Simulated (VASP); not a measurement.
The system is AlP.

```
Al P
1.0
     0.00000    2.73913    2.73913
     2.73913    0.00000    2.73913
     2.73913    2.73913    0.00000
Al P
1 1
Cartesian
  0.0000 0.0000 0.0000
  1.3696 1.3696 1.3696
```

Base run:

* Program: VASP 6.6.1
* Functional: HSE06
* Potentials or basis: VASP PAW PBE potentials, release 64 (Al, P)
* Cutoff: 400 eV
* k mesh: 8 × 8 × 8
* Occupations: fermi-dirac, width 0.02 eV
* Spin: no spin polarisation

Its results: band gap on the k mesh 2.29 eV (least direct gap 4.13 eV); pressure -0.4 GPa.

Question: The run is repeated on the same cell with these changes: functional from HSE06 to r2SCAN; cutoff from 400 eV to 550 eV; k mesh from 8 × 8 × 8 to 10 × 10 × 10. What comes out?

Answer: Band gap on the k mesh 1.93 eV (least direct gap 3.91 eV); pressure -0.3 GPa.

Several settings changed at once.

Caveats: the PAW data sets were made with another functional, which shifts forces and pressure a little.

A k mesh can miss the band edges.
